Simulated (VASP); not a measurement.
Br, 4 atoms in the cell. The structure is orthorhombic, space group Cmce (No. 64). Conventional cell: a = 7.243 Å, b = 4.283 Å, c = 8.803 Å, α = 90.00°, β = 90.00°, γ = 90.00°. Br (site symmetry m) has 3 Br at 2.35 to 3.19 Å within 3.2 Å. 

| Property | Result |
| --- | --- |
| Program | VASP 6.6.1 |
| Task | single point |
| Functional | r2SCAN |
| Potentials or basis | VASP PAW PBE potentials, release 64 (Br) |
| Cutoff | 520 eV |
| k mesh | 8 × 8 × 4 |
| Occupations | gaussian, width 0.02 eV |
| Spin | no spin polarisation |
| Dipole correction | no |
| Further INCAR settings | ALGO = Normal; EDIFF = 1e-06; NBANDS = 22 |

Potentials or basis: VASP PAW PBE potentials, release 64 (Br).

Command:

```bash
$ cat potpaw_PBE.64/Br/POTCAR > POTCAR
$ cp INCAR.step1 INCAR
$ mpirun -np 1 vasp_std > vasp.out
$ cp INCAR.step2 INCAR
$ mpirun -np 1 vasp_std > vasp.out
```

Hardware: 1 thread of AMD EPYC 7R13 Processor (Zen 3) (shared host).

Task: How long does it take, and how much memory?

Result: It took 8.1 min on 1 thread of AMD EPYC 7R13 Processor (Zen 3) (shared host), peak memory 0.32 GiB. Counts: k points 63.
